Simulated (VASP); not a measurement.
## ZnO: single point with PBE

ZnO:

```
Zn O
1.0
     3.84858    0.00000    0.00000
     0.00000    3.84858    0.00000
     0.00000    0.00000    3.58776
Zn O
2 2
Direct
  0.00000 0.00000 0.50000
  0.50000 0.50000 0.50000
  0.00000 0.50000 0.67963
  0.50000 0.00000 0.32037
```

| Item | Value |
| --- | --- |
| Program | VASP 6.6.1 |
| Task | single point |
| Functional | PBE |
| Potentials or basis | VASP PAW PBE potentials, release 64 (Zn, O) |
| Cutoff | 520 eV |
| k mesh | 4 × 4 × 4 |
| Occupations | gaussian, width 0.1 eV |
| Spin | no spin polarisation |
| Dipole correction | no |
| Further INCAR settings | ALGO = Normal; EDIFF = 1e-06; NBANDS = 26 |

```json
{
 "Pressure": "0.9 GPa",
 "Largest force": "0.070 eV/Å",
 "Band gap on the k mesh": "1.08 eV, indirect (least direct gap 1.18 eV)"
}
```

Forces on the atoms (eV/Å):
```
Zn   0.000  0.000  0.000
Zn   0.000  0.000  0.000
O    0.000  0.000  0.070
O    0.000  0.000 -0.070
```

Stress tensor (GPa, compression positive):
```
 1.43  0.00  0.00
 0.00  1.43  0.00
 0.00  0.00 -0.08
```

Levels at points of the mesh, in eV from the valence-band top:
```tsv
k point	band 16	band 17	band 18	band 19	band 20	band 21
(0.00, 0.00, 0.00)	-0.81	-0.81	-0.10	1.08	4.67	7.39
(0.50, 0.00, 0.00)	-1.63	-0.46	-0.46	5.06	5.06	9.05
(0.50, 0.50, 0.00)	-1.03	-0.18	-0.18	6.33	6.33	7.46
(0.00, 0.00, 0.50)	-1.49	-0.84	-0.84	4.16	5.52	6.59
(0.50, 0.00, 0.50)	-1.47	-0.43	-0.43	4.72	4.72	7.92
(0.50, 0.50, 0.50)	-1.73	-0.99	-0.99	6.91	6.91	8.53
```

Wall time 14 s on 1 thread of Intel(R) Xeon(R) Platinum 8559C (Emerald Rapids) (shared host), peak memory 0.16 GiB.

Caveat: the k points lie up to 0.44 Å⁻¹ apart. A k mesh can miss the band edges.
